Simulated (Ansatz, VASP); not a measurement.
## CoO: VASP beside Ansatz

File INCAR:

```
PREC = Accurate
ENCUT = 520
EDIFF = 1E-6
ISMEAR = 1
SIGMA = 0.15
LREAL = F
LASPH = T
NELM = 150
ALGO = Normal
ISIF = 2
LWAVE = F
LCHARG = F
ISPIN = 2
MAGMOM = 2.5 -2.5 0 0
LORBIT = 11
LMAXMIX = 4
GGA = PS
NBANDS = 27
```

Contents of KPOINTS:

```
regular mesh
0
Gamma
  8 8 5
```

The input POSCAR:

```
CoO
1.0
    3.2705814970      0.0000000000      0.0000000000
   -1.6352907485      2.8324059780      0.0000000000
    0.0000000000      0.0000000000      5.3479722831
Co O
2 2
Direct
    0.0000000000      0.0000000000      0.0034740000
    0.3333333333      0.6666666667      0.5033620000
    0.0000000000      0.0000000000      0.3716090000
    0.3333333333      0.6666666667      0.8715560000
```

Input for Ansatz:

```yaml
crystal:
  lattice:
    - [3.2705814969903035, 0.0, 0.0]
    - [-1.6352907484951518, 2.832405977987689, 0.0]
    - [0.0, 0.0, 5.3479722830883]
  atoms:
    - { symbol: Co, position: [0.0, 0.0, 0.003474], spin: 2.5 }
    - { symbol: Co, position: [0.3333333333333333, 0.6666666666666666, 0.503362], spin: -2.5 }
    - { symbol: O, position: [0.0, 0.0, 0.371609] }
    - { symbol: O, position: [0.3333333333333333, 0.6666666666666666, 0.871556] }
basis:
  ecutwfc: 476.19925930478996
kpoints:
  mp_grid:
    grid: [8, 8, 5]
hamiltonian:
  xc: pbesol
  pseudopotentials:
    kind: paw
magnetization:
  spin_polarized: true
scf:
  occupations:
    method: cold
    width: 0.15
output:
  stress: true
```

Alike in both runs: task single point; functional PBEsol; k mesh 8 × 8 × 5; collinear spin.

|  | VASP | Ansatz |
| --- | --- | --- |
| version | VASP 6.6.1 | Ansatz 0.2.0 |
| potentials or method | VASP PAW PBE potentials, release 64 (Co, O), cutoff 520 eV | plane waves, PAW |
| occupations | methfessel-paxton of order 1, width 0.15 eV | cold, width 0.15 eV |
| valence electrons in the cell | 30 | 46 |

Ansatz gave:

* pressure (GPa): -16.0
* traceless stress, the component that is largest in VASP (GPa): -0.13
* net moment per atom (μB): 0.00
* size of the moment on the site where the two differ most (μB): 2.17

Problem. What did VASP give for the same quantities?

Solution. Pressure (GPa): -15.8; traceless stress, the component that is largest in VASP (GPa): -0.04; net moment per atom (μB): 0.00; size of the moment on the site where the two differ most (μB): 2.33.

VASP's potentials were made for PBE, not for PBEsol. Site moments also hang on the region over which each program counts them. VASP's potentials hold 30 valence electrons a cell and Ansatz's 46, so a difference there can come from the potentials and not from the codes. Ansatz's warnings: stability check not made.
